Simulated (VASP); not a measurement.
# C (P6_3/mmc) in VASP: further runs

C is run at these levels: RPBE+D4, r2SCAN+D4; tasks: single point.

Program: VASP 6.6.1. These are calculated values, not measurements. Logs are shortened: lines on timing, memory, paths and dates and some standing lists are left out, and cuts for length are marked.

### Step 1. The cell of the first run

The structure is hexagonal, space group P6_3/mmc (No. 194). The conventional cell has a = 2.503 Å, b = 2.503 Å, c = 8.255 Å, α = 90.00°, β = 90.00°, γ = 120.00°. C (site symmetry 3m) has 4 C at 1.53 to 1.56 Å within 2.0 Å. C (site symmetry 3m) has 4 C at 1.53 Å within 2.0 Å.

### Step 2. Single point, RPBE+D4

Input file INCAR:

```
SYSTEM = C
PREC     = Accurate       ! precision mode
ENCUT    = 520            ! plane-wave cutoff, eV
EDIFF    = 1E-6           ! SCF threshold, eV
ISMEAR   = -1             ! smearing method
SIGMA    = 0.05           ! smearing width, eV
LREAL    = .False.        ! projectors in reciprocal space
LASPH    = .True.         ! aspherical terms in the spheres
NELM     = 100            ! most SCF steps
ALGO     = Normal         ! electronic algorithm
ISIF     = 2              ! what is computed and relaxed
LWAVE    = .False.        ! write WAVECAR
LCHARG   = .False.        ! write CHGCAR
GGA      = RP             ! functional
IVDW     = 13             ! dispersion correction
NBANDS   = 26             ! bands
```

Input file KPOINTS:

```
Automatic mesh
0
Gamma
  12 12 4
  0 0 0
```

Input file POSCAR:

```
C
1.0
    2.5028747143      0.0000000000      0.0000000000
   -1.2514373571      2.1675530850      0.0000000000
    0.0000000000      0.0000000000      8.2549781084
C
8
Direct
    0.6666666667      0.3333333333      0.8444222756
    0.3333333333      0.6666666667      0.3444222756
    0.6666666667      0.3333333333      0.6555777244
    0.3333333333      0.6666666667      0.1555777244
    0.0000000000      0.0000000000      0.9070397078
    0.0000000000      0.0000000000      0.4070397078
    0.0000000000      0.0000000000      0.5929602922
    0.0000000000      0.0000000000      0.0929602922
```

Potentials or basis: VASP PAW PBE potentials, release 64 (C).

The run is started by

```console
> cat potpaw_PBE.64/C/POTCAR > POTCAR
> mpirun -np 1 vasp_std > vasp.out
```

OUTCAR:

```text
SYSTEM = C
   PREC = Accurate
   ENCUT = 520
   EDIFF = 1E-6
   ISMEAR = -1
   LREAL = .False.
   LASPH = .True.
   NELM = 100
   ISIF = 2
   GGA = RP
   IVDW = 13

 ion  position               nearest neighbor table
   1  0.667  0.333  0.844-   5 1.53   5 1.53   5 1.53   3 1.56
   2  0.333  0.667  0.344-   6 1.53   6 1.53   6 1.53   4 1.56
   3  0.667  0.333  0.656-   7 1.53   7 1.53   7 1.53   1 1.56
   4  0.333  0.667  0.156-   8 1.53   8 1.53   8 1.53   2 1.56
   5  0.000  0.000  0.907-   1 1.53   1 1.53   1 1.53   8 1.53
   6  0.000  0.000  0.407-   2 1.53   2 1.53   2 1.53   7 1.53
   7  0.000  0.000  0.593-   3 1.53   3 1.53   3 1.53   6 1.53
   8  0.000  0.000  0.093-   4 1.53   4 1.53   4 1.53   5 1.53

  LATTYP: Found a hexagonal cell.
 ALAT       =     2.5028747143
 C/A-ratio  =     3.2981986918

  Lattice vectors:

 A1 = (   2.5028747143,   0.0000000000,   0.0000000000)
 A2 = (  -1.2514373571,   2.1675530850,   0.0000000000)
 A3 = (   0.0000000000,   0.0000000000,   8.2549781084)

Analysis of symmetry for initial positions (statically):
=====================================================================
 Subroutine PRICEL returns:
 Original cell was already a primitive cell.

 Routine SETGRP: Setting up the symmetry group for a
 hexagonal supercell.

 Subroutine GETGRP returns: Found 24 space group operations
 (whereof 12 operations were pure point group operations)
 out of a pool of 24 trial point group operations.

The static configuration has the point symmetry D_3d.
 The point group associated with its full space group is D_6h.

Analysis of symmetry for dynamics (positions and initial velocities):
=====================================================================
 Subroutine PRICEL returns:
 Original cell was already a primitive cell.

 Routine SETGRP: Setting up the symmetry group for a
 hexagonal supercell.

 Subroutine GETGRP returns: Found 24 space group operations
 (whereof 12 operations were pure point group operations)
 out of a pool of 24 trial point group operations.

The dynamic configuration has the point symmetry D_3d.
 The point group associated with its full space group is D_6h.

 Subroutine INISYM returns: Found 24 space group operations
 (whereof 12 operations are pure point group operations),
 and found     1 'primitive' translations

----------------------------------------------------------------------------------------

                                     Primitive cell

  volume of cell :      44.7842

  direct lattice vectors                    reciprocal lattice vectors
     2.502874714  0.000000000  0.000000000     0.399540574  0.230674858  0.000000000
    -1.251437357  2.167553085  0.000000000     0.000000000  0.461349716  0.000000000
     0.000000000  0.000000000  8.254978108     0.000000000  0.000000000  0.121139025

  length of vectors
     2.502874714  2.502874714  8.254978108     0.461349716  0.461349716  0.121139025

  position of ions in fractional coordinates (direct lattice)
     0.666666667  0.333333333  0.844422276
     0.333333333  0.666666667  0.344422276
     0.666666667  0.333333333  0.655577724
     0.333333333  0.666666667  0.155577724
     0.000000000  0.000000000  0.907039708
     0.000000000  0.000000000  0.407039708
     0.000000000  0.000000000  0.592960292
     0.000000000  0.000000000  0.092960292

  ion indices of the primitive-cell ions
   primitive index   ion index
                 1           1
                 2           2
                 3           3
                 4           4
                 5           5
                 6           6
                 7           7
                 8           8

----------------------------------------------------------------------------------------

 KPOINTS: Automatic mesh

Automatic generation of k-mesh.
 Grid dimensions read from file:
 generate k-points for:   12   12    4

 Generating k-lattice:

  Cartesian coordinates                     Fractional coordinates (reciprocal lattice)
     0.033295048  0.019222905  0.000000000     0.083333333 -0.000000000  0.000000000
     0.000000000  0.038445810  0.000000000     0.000000000  0.083333333  0.000000000
     0.000000000  0.000000000  0.030284756     0.000000000  0.000000000  0.250000000

  Length of vectors
     0.038445810  0.038445810  0.030284756

  Shift w.r.t. Gamma in fractional coordinates (k-lattice)
     0.000000000  0.000000000  0.000000000

 Subroutine IBZKPT returns following result:
 ===========================================

 Found     57 irreducible k-points:

 Following reciprocal coordinates:
            Coordinates               Weight
  0.000000  0.000000  0.000000      1.000000
  0.083333  0.000000  0.000000      6.000000
  0.166667  0.000000  0.000000      6.000000
  0.250000  0.000000  0.000000      6.000000
  0.333333  0.000000  0.000000      6.000000
  0.416667  0.000000  0.000000      6.000000
[... 16 lines left out ...]
  0.250000  0.000000  0.250000     12.000000
  0.333333  0.000000  0.250000     12.000000
 [... further k-points ...]
   k-points           NKPTS =     57   k-points in BZ     NKDIM =     57   number of bands    NBANDS=     26
   number of dos      NEDOS =    301   number of ions     NIONS =      8
   total plane-waves  NPLWV =  25600
   dimension x,y,z NGX =    20 NGY =   20 NGZ =   64
   dimension x,y,z NGXF=    40 NGYF=   40 NGZF=  128
   ions per type =               8
   NGX,Y,Z   is equivalent  to a cutoff of  13.28, 13.28, 12.89 a.u.
   NGXF,Y,Z  is equivalent  to a cutoff of  26.57, 26.57, 25.78 a.u.
 SYSTEM =  C
   PREC   = accura    normal or accurate (medium, high low for compatibility)
   ISTART =      0    job   : 0-new  1-cont  2-samecut
   ICHARG =      2    charge: 1-file 2-atom 10-const
   ISPIN  =      1    spin polarized calculation?
   LNONCOLLINEAR =      F non collinear calculations
   LSORBIT =      F    spin-orbit coupling
   LASPH  =      T    aspherical Exc in radial PAW
   ENCUT  =  520.0 eV  38.22 Ry    6.18 a.u.   4.65  4.65 15.35*2*pi/ulx,y,z
   NELM   =    100;   NELMIN=  2; NELMDL= -5     # of ELM steps
   EDIFF  = 0.1E-05   stopping-criterion for ELM
   LREAL  =      F    real-space projection
[... 7 lines left out ...]
   TEBEG  =    0.0;   TEEND  =   0.0 temperature during run
   PSTRESS=    0.0 pullay stress
   NELECT =      32.0000    total number of electrons
   NUPDOWN=      -1.0000    fix difference up-down
   EMIN   =  10.00;   EMAX   =-10.00  energy-range for DOS
   EFERMI =   0.00;   METHOD = LEGACY
   ISMEAR =    -1;   SIGMA  =   0.05  broadening in eV -4-tet -1-fermi 0-gaus
   EFERMI_NEDOS =   21; number of points for ismear=-14 and -15
   IALGO  =     38    algorithm
   IMIX   =      4    mixing-type and parameters
     AMIX     =   0.40;   BMIX     =  1.00
     AMIX_MAG =   1.60;   BMIX_MAG =  1.00
  volume/ion in A,a.u.               =       5.60        37.78
  Fermi-wavevector in a.u.,A,eV,Ry     =   1.463580  2.765766 29.144596  2.142067
  Thomas-Fermi vector in A             =   2.579658
   LORBIT       =      0    0 simple, 1 ext, 2 COOP (PROOUT), +10 PAW based schemes
   GGA     = RP    functional components
   LHFCALC =     F    Hartree Fock is set to
   AEXX    =    0.0000 exact exchange contribution
   IVDW    =    13    specifies the selected vdW correction
   LEPSILON=     F    determine dielectric tensor
   LRPA    =     F    only Hartree local field effects (RPA)
 non-spin polarized calculation
  energy-cutoff  :      520.00
  volume of cell :       44.78
 maximum number of plane-waves:      1230
 NGX is ok and might be reduce to    20
   NGX =  9   NGY =  9   NGZ = 31

 number of electron      31.9999996 magnetization

 Free energy of the ion-electron system (eV)
  ---------------------------------------------------
  ext. energy  EPLUGINS =         0.00000000
  ---------------------------------------------------
  free energy    TOTEN  =       -68.79516448 eV

  energy without entropy =      -68.79516448  energy(sigma->0) =      -68.79516448

 E-fermi :  11.1431     XC(G=0): -13.2322

 val. band max:       10.1802879376   @ k =   0.0000   0.0000   0.0000
 cond. band min:      14.7484595692   @ k =   0.4167   0.0000   0.0000
 fundamental gap:      4.5681716316
 Fermi energy:        11.1430946517

 k-point     1 :       0.0000    0.0000    0.0000
  band No.  band energies     occupation
      1     -11.7053      2.00000
      2     -10.0439      2.00000
      3      -9.9433      2.00000
      4      -5.9745      2.00000
      5      -3.5192      2.00000
      6       3.2270      2.00000
[... 18 lines left out ...]
     25      18.5276      0.00000
     26      18.7614      0.00000

 k-point     2 :       0.0833    0.0000    0.0000
  band No.  band energies     occupation
      1     -11.5317      2.00000
      2      -9.8729      2.00000
      3      -9.7731      2.00000
      4      -5.8193      2.00000
      5      -3.3587      2.00000
      6       3.3133      2.00000
[... 18 lines left out ...]
     25      18.9797      0.00000
     26      19.3719      0.00000

 k-point     3 :       0.1667    0.0000    0.0000
  band No.  band energies     occupation
      1     -11.0129      2.00000
      2      -9.3620      2.00000
      3      -9.2649      2.00000
      4      -5.3560      2.00000
      5      -2.8901      2.00000
      6       3.4883      2.00000
[... 572 lines left out ...]
 k-point    23 :       0.2500    0.0000    0.2500
  band No.  band energies     occupation
      1     -10.0493      2.00000
      2      -9.2046      2.00000
      3      -7.5502      2.00000
      4      -5.3054      2.00000
      5      -1.3229      2.00000
      6       1.6932      2.00000
[... 18 lines left out ...]
     25      20.5252      0.00000
     26      21.9792      0.00000

 k-point    24 :       0.3333    0.0000    0.2500
  band No.  band energies     occupation
      1      -8.8708      2.00000
      2      -8.0400      2.00000
      3      -6.4226      2.00000
      4      -4.2493      2.00000
      5      -1.1597      2.00000
      6      -0.1328      2.00000
[... 18 lines left out ...]
     25      20.7900      0.00000
     26      22.5433      0.00000

 [... further k-points ...]

------------------------ aborting loop because EDIFF is reached ----------------------------------------

  DFT-D4 for vdW energy calculation

  Edisp (eV):   -4.30277

  FORCE on cell =-STRESS in cart. coord.  units (eV):
  Direction    XX          YY          ZZ          XY          YZ          ZX
  --------------------------------------------------------------------------------------
  -------------------------------------------------------------------------------------
  Total       0.17128     0.17128     0.14945     0.00000    -0.00000    -0.00000
  in kB       6.12775     6.12775     5.34669     0.00000    -0.00000    -0.00000
  external pressure =        5.87 kB  Pullay stress =        0.00 kB

 VOLUME and BASIS-vectors are now :
 -----------------------------------------------------------------------------
  energy-cutoff  :      520.00
  volume of cell :       44.78
      direct lattice vectors                 reciprocal lattice vectors
     2.502874714  0.000000000  0.000000000     0.399540574  0.230674858  0.000000000
    -1.251437357  2.167553085  0.000000000     0.000000000  0.461349716  0.000000000
     0.000000000  0.000000000  8.254978108     0.000000000  0.000000000  0.121139025

 POSITION                                       TOTAL-FORCE (eV/Angst)
 -----------------------------------------------------------------------------------
      1.25144      0.72252      6.97069        -0.000000      0.000000     -0.000023
     -0.00000      1.44504      2.84320        -0.000000     -0.000000     -0.000023
      1.25144      0.72252      5.41178         0.000000      0.000000      0.000023
     -0.00000      1.44504      1.28429        -0.000000     -0.000000      0.000023
      0.00000      0.00000      7.48759         0.000000      0.000000     -0.004475
      0.00000      0.00000      3.36010         0.000000     -0.000000     -0.004475
      0.00000      0.00000      4.89487        -0.000000      0.000000      0.004475
      0.00000      0.00000      0.76739         0.000000     -0.000000      0.004475
 -----------------------------------------------------------------------------------
    total drift:                               -0.000000      0.000000      0.000000

  FREE ENERGIE OF THE ION-ELECTRON SYSTEM (eV)
  ---------------------------------------------------
  free  energy   TOTEN  =       -73.0979390975 eV

  energy  without entropy=      -73.0979390974  energy(sigma->0) =      -73.09793910
```

Run time: 1.8 min. Hardware: 1 thread of Intel Xeon Platinum 8375C at 2.90GHz (Ice Lake), shared host; peak memory 0.17 GiB.

Results:

| Quantity | Value |
| --- | --- |
| Free energy | -73.0979 eV |
| Pressure | 0.6 GPa |
| Largest force | 0.004 eV/Å |
| Band gap on the k mesh | 4.57 eV (least direct gap 5.33 eV) |
| Dispersion energy per atom | -0.538 eV |

Forces in eV/Å, atoms in the order of the input:
```
C    0.000  0.000  0.000
C    0.000  0.000  0.000
C    0.000  0.000  0.000
C    0.000  0.000  0.000
C    0.000  0.000 -0.004
C    0.000  0.000 -0.004
C    0.000  0.000  0.004
C    0.000  0.000  0.004
```

Levels at points of the mesh, in eV from the valence-band top:
| k point | band 13 | band 14 | band 15 | band 16 | band 17 | band 18 | band 19 | band 20 |
| --- | --- | --- | --- | --- | --- | --- | --- | --- |
| (0.00, 0.00, 0.00) | -1.76 | -0.24 | 0.00 | 0.00 | 5.33 | 5.33 | 5.52 | 7.17 |
| (0.50, 0.00, 0.00) | -5.02 | -4.75 | -3.74 | -3.01 | 4.63 | 5.62 | 6.03 | 6.07 |
| (0.00, 0.00, 0.50) | -0.66 | -0.66 | -0.66 | -0.66 | 6.11 | 6.11 | 6.11 | 6.11 |
| (0.50, 0.00, 0.50) | -4.81 | -4.81 | -3.72 | -3.72 | 4.98 | 4.98 | 7.05 | 7.05 |

Caveat: the PAW data sets were made with another functional, which shifts forces and pressure a little. RPBE gaps usually lie below the measured ones, often by a third to a half.

### Step 3. Single point, r2SCAN+D4

This run uses another cell than the first one, of 5.33 Å³/atom.

Input file POSCAR:

```
C
1.0
    2.4706141248      0.0000000000      0.0000000000
   -1.2353070624      2.1396145950      0.0000000000
    0.0000000000      0.0000000000      8.0689487361
C
8
Direct
    0.6666666667      0.3333333333      0.8437500000
    0.3333333333      0.6666666667      0.3437500000
    0.6666666667      0.3333333333      0.6562500000
    0.3333333333      0.6666666667      0.1562500000
    0.0000000000      0.0000000000      0.9062500000
    0.0000000000      0.0000000000      0.4062500000
    0.0000000000      0.0000000000      0.5937500000
    0.0000000000      0.0000000000      0.0937500000
```

Input file INCAR.step1:

```
SYSTEM = C
PREC = Accurate ; ENCUT = 520
ISMEAR = -1 ; SIGMA = 0.05
LREAL = .FALSE. ; LASPH = .TRUE.
NELM = 100 ; NBANDS = 26
GGA = PE ; ALGO = Normal
EDIFF = 1E-4 ; LWAVE = .TRUE.
LCHARG = .FALSE.
```

Input file INCAR.step2:

```
SYSTEM = C
PREC = Accurate ; ENCUT = 520
EDIFF = 1E-7 ; ISMEAR = -1
SIGMA = 0.05 ; LREAL = .FALSE.
LASPH = .TRUE. ; NELM = 100
ALGO = Normal ; ISIF = 2
LWAVE = .FALSE. ; LCHARG = .FALSE.
METAGGA = R2SCAN ; LMIXTAU = .TRUE.
IVDW = 13 ; VDW_S6 = 1.0
VDW_S8 = 0.6018749 ; VDW_A1 = 0.51559235
VDW_A2 = 5.77342911 ; NBANDS = 26
ISTART = 1
```

Input file KPOINTS:

```
Automatic mesh
0
G
  12 12 4
  0 0 0
```

Potentials or basis: VASP PAW PBE potentials, release 64 (C).

The run is started by

```console
> cat potpaw_PBE.64/C/POTCAR > POTCAR
> cp INCAR.step1 INCAR
> mpirun -np 1 vasp_std > vasp.out
> cp INCAR.step2 INCAR
> mpirun -np 1 vasp_std > vasp.out
```

Run time: 4 min. Hardware: 1 thread of Intel Xeon Platinum 8375C at 2.90GHz (Ice Lake), shared host; peak memory 0.17 GiB.

Results (log left out):

```yaml
Free_energy: -79.0258 eV
Pressure: 27.9 GPa
Largest_force: 0.405 eV/Å
Band_gap_on_the_k_mesh: 4.78 eV (least direct gap 5.54 eV)
Dispersion_energy_per_atom: -0.093 eV
```

Forces in eV/Å, atoms in the order of the input:
```
C    0.000  0.000  0.366
C    0.000  0.000  0.366
C    0.000  0.000 -0.366
C    0.000  0.000 -0.366
C    0.000  0.000  0.405
C    0.000  0.000  0.405
C    0.000  0.000 -0.405
C    0.000  0.000 -0.405
```

Stress tensor (GPa, compression positive):
```
22.72  0.00  0.00
 0.00 22.72  0.00
 0.00  0.00 38.13
```

Levels at points of the mesh, in eV from the valence-band top:
```tsv
k point	band 12	band 13	band 14	band 15	band 16	band 17	band 18	band 19	band 20	band 21
(0.00, 0.00, 0.00)	-1.97	-1.97	-0.25	0.00	0.00	5.54	5.54	6.14	7.55	7.55
(0.50, 0.00, 0.00)	-5.65	-5.63	-5.10	-4.16	-3.30	4.82	6.09	6.33	6.48	7.64
(0.00, 0.00, 0.50)	-2.86	-0.77	-0.77	-0.77	-0.77	6.43	6.43	6.43	6.43	7.37
(0.50, 0.00, 0.50)	-6.81	-5.28	-5.28	-4.12	-4.12	5.21	5.21	7.68	7.68	8.22
```

Caveat: the stress differs along the axes, from 23 to 38 GPa; the PAW data sets were made with another functional, which shifts forces and pressure a little.
